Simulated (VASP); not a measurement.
A run of VASP 6.6.1:

Contents of POSCAR:

```
Nb
1.0
    0.0000000000      1.8888714321      1.8888714321
    1.8888714321      0.0000000000      1.8888714321
    1.8888714321      1.8888714321      0.0000000000
Nb
1
Direct
    0.0000000000      0.0000000000      0.0000000000
```

The input INCAR.step1:

```
PREC = Accurate
ENCUT = 520
EDIFF = 1E-7
ISMEAR = -1
SIGMA = 0.05
LREAL = False
LASPH = True
NELM = 60
ALGO = Normal
ISIF = 2
LWAVE = False
LCHARG = True
LMAXMIX = 4
NBANDS = 12
```

KPOINTS.step1

```
Automatic mesh
0
Gamma
  18 18 18
```

File INCAR.step2:

```
PREC = Accurate
ENCUT = 520
EDIFF = 1E-7
ISMEAR = -5
SIGMA = 0.05
LREAL = False
LASPH = True
NELM = 60
ALGO = Normal
ISIF = 2
LWAVE = False
LCHARG = False
LMAXMIX = 4
LORBIT = 10
NEDOS = 1001
ICHARG = 11
```

Contents of KPOINTS.step2:

```
Automatic mesh
0
Gamma
  27 27 27
```

Potentials or basis: VASP PAW LDA potentials, release 64 (Nb_sv).

Command:

```sh
$ cat potpaw_LDA.64/Nb_sv/POTCAR > POTCAR
$ cp INCAR.step1 INCAR
$ cp KPOINTS.step1 KPOINTS
$ mpirun -np 1 vasp_std > vasp.out
$ cp INCAR.step2 INCAR
$ cp KPOINTS.step2 KPOINTS
$ mpirun -np 1 vasp_std > vasp.out
```

Hardware: 1 thread of AMD EPYC 9R45 96-Core Processor (Zen 5), with other jobs on the host.

Problem. How long does it take, and how much memory?

Solution. Wall time 45 s on 1 thread of AMD EPYC 9R45 96-Core Processor (Zen 5), with other jobs on the host, peak memory 0.16 GiB. Counts: k points 560.
